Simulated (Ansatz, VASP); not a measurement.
Zn in VASP and in Ansatz

```
CELL_PARAMETERS angstrom
-1.53010 1.53010 1.53010
1.53010 -1.53010 1.53010
1.53010 1.53010 -1.53010
ATOMIC_POSITIONS crystal
Zn 0.00000 0.00000 0.00000
```

Alike in both runs: task single point; functional r2SCAN; k mesh 7 × 7 × 7; no spin polarisation.

```csv
,VASP,Ansatz
version,VASP 6.6.1,Ansatz 0.2.0
potentials or method,"VASP PAW PBE potentials, release 64 (Zn)","plane waves, PAW"
plane-wave cutoff (eV),520,500
occupations,"fermi-dirac, width 0.1 eV",fermi-dirac
valence electrons in the cell,12,12
```

Ansatz gave:

- pressure (GPa): 0.0

Which values does VASP return?

Pressure (GPa): 0.5.

VASP's potentials were made for PBE, not for r2SCAN.

The k mesh is coarse, so the values compare programs but aren't converged.
